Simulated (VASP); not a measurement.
Here is a VASP 6.6.1 calculation.

INCAR

```
SYSTEM = CdSe
PREC = Accurate
ENCUT = 520
EDIFF = 1E-6
ISMEAR = 0
SIGMA = 0.01
LREAL = .False.
LASPH = .True.
NELM = 80
ALGO = Normal
ISIF = 2
LWAVE = .False.
LCHARG = .False.
GGA = PE
NBANDS = 16
```

The input KPOINTS:

```
Automatic mesh
0
Gamma
  4 4 4
  0 0 0
```

POSCAR

```
CdSe
1.0
    4.3420190000      0.0000000000      0.0000000000
    2.1710095000      3.7602987577      0.0000000000
    2.1710095000      1.2534329192      3.5452436678
Cd Se
1 1
Direct
    0.0000000000      0.0000000000      0.0000000000
    0.7500000000      0.7500000000      0.7500000000
```

Potentials or basis: VASP PAW PBE potentials, release 64 (Cd, Se).

Run with:

```console
$ cat potpaw_PBE.64/Cd/POTCAR potpaw_PBE.64/Se/POTCAR > POTCAR
$ mpirun -np 1 vasp_std > vasp.out
```

Q: Predict the band gap on the k mesh.

A: 0.53 eV, direct.

Q: What does it give for the pressure?

A: 1.8 GPa.

Caveat: the k points lie up to 0.44 Å⁻¹ apart. Expect the measured gap to be larger: semilocal functionals such as PBE lack the derivative discontinuity.
